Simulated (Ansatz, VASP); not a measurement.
**One calculation of AlRu, two programs**

```
CELL_PARAMETERS angstrom
2.91681 0.00000 0.00000
0.00000 2.91681 0.00000
0.00000 0.00000 3.06639
ATOMIC_POSITIONS crystal
Al 0.00000 0.00000 0.00000
Ru 0.50000 0.50000 0.50000
```

Change from the starting cell: strain -0.025 along x and y, +0.025 along z, atoms carried along.

Alike in both runs: task single point; functional PBEsol; k mesh 16 × 16 × 16; occupations gaussian, width 0.15 eV; no spin polarisation.

|  | VASP | Ansatz |
| --- | --- | --- |
| version | VASP 6.6.1 | Ansatz 0.2.0 |
| potentials or method | VASP PAW PBE potentials, release 64 (Al, Ru_pv), cutoff 520 eV | scalar-relativistic, plane waves, PAW |
| valence electrons in the cell | 17 | 19 |

Ansatz gave:

```
gap on the k mesh at the Fermi level (eV)                     : none
pressure (GPa)                                                : 2.7
traceless stress, the component that is largest in VASP (GPa) : -5.78
```

Problem. Estimate VASP's values.

Solution. gap on the k mesh at the Fermi level (eV): none; pressure (GPa): 2.8; traceless stress, the component that is largest in VASP (GPa): -5.81.

VASP's potentials were made for PBE, not for PBEsol. A gap of «none» marks a metal or a gap that the smearing closes. VASP's potentials hold 17 valence electrons a cell and Ansatz's 19, so a difference there can come from the potentials and not from the codes.
